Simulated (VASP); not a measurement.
A run of VASP 6.6.1 is set up as follows.

INCAR

```
SYSTEM = SnTe
PREC = Accurate
ENCUT = 520
EDIFF = 1E-6
ISMEAR = -1
SIGMA = 0.05
LREAL = .FALSE.
LASPH = .TRUE.
NELM = 100
ALGO = Normal
ISIF = 2
LWAVE = .FALSE.
LCHARG = .FALSE.
GGA = PE
IVDW = 13
NBANDS = 17
```

KPOINTS

```
Automatic mesh
0
G
  7 7 7
  0 0 0
```

POSCAR

```
SnTe
1.0
    0.0000000000      3.1508500000      3.1508500000
    3.1508500000      0.0000000000      3.1508500000
    3.1508500000      3.1508500000      0.0000000000
Te Sn
1 1
Direct
    0.5000000000      0.5000000000      0.5000000000
    0.0000000000      0.0000000000      0.0000000000
```

Potentials or basis: VASP PAW PBE potentials, release 64 (Te, Sn_d).

Command:

```sh
$ cat potpaw_PBE.64/Te/POTCAR potpaw_PBE.64/Sn_d/POTCAR > POTCAR
$ mpirun -np 1 vasp_std > vasp.out
```

**Question.** Predict the dispersion energy per atom.

**Answer.** -0.440 eV.

**Question.** What does it give for the pressure?

**Answer.** 0.0 GPa.
